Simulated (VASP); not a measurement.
Mg5CdS6:

```
Mg Cd S
1.0
     3.73506    0.00000    0.00000
     0.00000    3.73506    0.00000
     0.00000    0.00000   15.86455
Mg Cd S
5 1 6
Cartesian
  0.0000 0.0000 10.5254
  1.8675 1.8675 7.9323
  0.0000 0.0000 5.3391
  1.8675 1.8675 2.7130
  1.8675 1.8675 13.1516
  0.0000 0.0000 0.0000
  0.0000 0.0000 7.9323
  1.8675 1.8675 5.3289
  0.0000 0.0000 2.7413
  1.8675 1.8675 0.0000
  0.0000 0.0000 13.1233
  1.8675 1.8675 10.5357
```

Base run:

```yaml
Program: VASP 6.6.1
Functional: r2SCAN
Potentials_or_basis: VASP PAW PBE potentials, release 64 (Mg, Cd, S)
Cutoff: 520 eV
k_mesh: 8 × 8 × 2
Occupations: gaussian, width 0.02 eV
Spin: no spin polarisation
```

Its results: band gap on the k mesh 1.66 eV (least direct gap 2.49 eV); pressure -1.5 GPa; largest force 0.019 eV/Å.

Question: The run is repeated on the same cell with these changes: functional from r2SCAN to PBE; further incar settings from ALGO = Normal; EDIFF = 1e-06; NBANDS = 41 to ALGO = Normal; EDIFF = 1e-07; NBANDS = 41. What comes out?

Answer: Band gap on the k mesh 1.17 eV (least direct gap 1.94 eV); pressure -0.1 GPa; largest force 0.029 eV/Å.

Caveats: the PAW data sets were made with another functional, which shifts forces and pressure a little (at least some runs).

A k mesh can miss the band edges.
